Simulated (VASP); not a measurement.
Wanted: the native input for a VASP 6.6.1 run.

```yaml
Task: relaxation of cell and atoms
Functional: PBE
Potentials_or_basis: VASP PAW PBE potentials, release 64 (Ge_d)
Cutoff: 600 eV
k_mesh: 4 × 4 × 6
Occupations: gaussian, width 0.1 eV
Spin: no spin polarisation
Dipole_correction: no
Further_INCAR_settings: ALGO = Normal; EDIFF = 1e-07; IBRION = 2; EDIFFG = -0.04; NSW = 90; ISIF = 3
```

The structure of Ge lies in POSCAR:

```
Ge
1.0
    2.5348427700     -2.8434658300      0.0000000000
    2.5348427700      2.8434658300      0.0000000000
    0.0000000000      0.0000000000      2.6323346700
Ge
2
Direct
    0.7810797100      0.2189202900      0.0000000000
    0.2189202900      0.7810797100      0.0000000000
```

The cell was generated, and may not be a known phase.

These files were run (other wordings do the same):

INCAR

```
SYSTEM = Ge
PREC = Accurate
ENCUT = 600
EDIFF = 1E-7
ISMEAR = 0
SIGMA = 0.1
LREAL = .FALSE.
LASPH = .TRUE.
NELM = 80
ALGO = Normal
ISIF = 3
LWAVE = .FALSE.
LCHARG = .FALSE.
GGA = PE
IBRION = 2
NSW = 90
EDIFFG = -0.04
```

KPOINTS

```
regular mesh
0
G
  4 4 6
  0 0 0
```

Potentials or basis: VASP PAW PBE potentials, release 64 (Ge_d).

Launch:

```console
$ cat potpaw_PBE.64/Ge_d/POTCAR > POTCAR
$ mpirun -np 1 vasp_std > vasp.out
```

It gave:

| Item | Value |
| --- | --- |
| Relaxed volume | 20.90 Å³/atom |
| Relaxed cell | a = 3.937 Å, b = 3.937 Å, c = 2.719 Å, α = 90.00°, β = 90.00°, γ = 97.29° |
| Space group after relaxing (to 0.1 Å) | Cmmm (No. 65) |
| Energy gained by relaxing | 48.5 meV/atom |
| Ionic steps | 7 |
| Pressure after relaxing | 0.0 GPa |
| Largest force after relaxing | 0.032 eV/Å |
| Band gap on the k mesh | zero (bands 14 and 15 overlap by 3.16 eV) |

Caveat: the k points lie up to 0.40 Å⁻¹ apart in the final cell, too coarse for converged energies and pressures of a metal.

Wall time 2.1 min on 1 thread of Intel Xeon 8259CL, on a shared host, peak memory 0.17 GiB.
